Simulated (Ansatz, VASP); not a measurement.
**One calculation of AlCo, two programs**

The input INCAR:

```
PREC = Accurate ; ENCUT = 690
EDIFF = 1E-6 ; ISMEAR = -1
SIGMA = 0.1 ; LREAL = False
LASPH = True ; NELM = 120
ALGO = Normal ; ISIF = 2
LWAVE = False ; LCHARG = False
GGA = PE ; NBANDS = 17
GGA_COMPAT = False
```

Contents of KPOINTS:

```
regular mesh
0
Gamma
  15 15 14
```

File POSCAR:

```
AlCo
1.0
    2.5988864495      0.0000000000      0.0000000000
   -1.2994432248      2.2507016868      0.0000000000
    0.0000000000      0.0000000000      3.6775305310
Co Al
1 1
Direct
    0.0000000000      0.0000000000      0.0000000000
    0.3333333333      0.6666666667      0.5000000000
```

Input for Ansatz:

```yaml
crystal:
  lattice:
    - [2.5988864495, 0.0, 0.0]
    - [-1.2994432248, 2.2507016868, 0.0]
    - [0.0, 0.0, 3.677530531]
  atoms:
    - { symbol: Co, position: [0.0, 0.0, 0.0] }
    - { symbol: Al, position: [0.3333333333, 0.6666666667, 0.5] }
kpoints:
  mp_grid: { grid: [15, 15, 14] }
  band_path:
    path:
      - [0.0, 0.0, 0.0]
      - [0.5, 0.0, 0.0]
      - [0.3333333333, 0.3333333333, 0.0]
      - [0.0, 0.0, 0.0]
      - [0.0, 0.0, 0.5]
      - [0.5, 0.0, 0.5]
      - [0.3333333333, 0.3333333333, 0.5]
      - [0.0, 0.0, 0.5]
      - [0.5, 0.0, 0.5]
    npoints: 8
scf:
  occupations: { method: fermi_dirac, width: 0.1 }
hamiltonian:
  xc: pbe
  pseudopotentials: { kind: paw }
output:
  forces: true
  stress: true
  eigenvalues: true
  populations: true
  dos: { projected: true, de: 0.2, e_range: [-14, 8] }
```

Change from the starting cell: volume scaled by 0.88, PAW files.

Alike in both runs: task single point; functional PBE; k mesh 15 × 15 × 14; occupations fermi-dirac, width 0.1 eV; no spin polarisation.

|  | VASP | Ansatz |
| --- | --- | --- |
| version | VASP 6.6.1 | Ansatz 0.2.0 |
| potentials or method | VASP PAW PBE potentials, release 64 (Co_sv, Al) | PAW with Ansatz's default frozen-core files, scalar-relativistic |
| plane-wave cutoff (eV) | 690 | 420 |
| valence electrons in the cell | 20 | 20 |

```tsv
	VASP	Ansatz	Ansatz less VASP
pressure (GPa)	26.0	26.7	+0.65
```
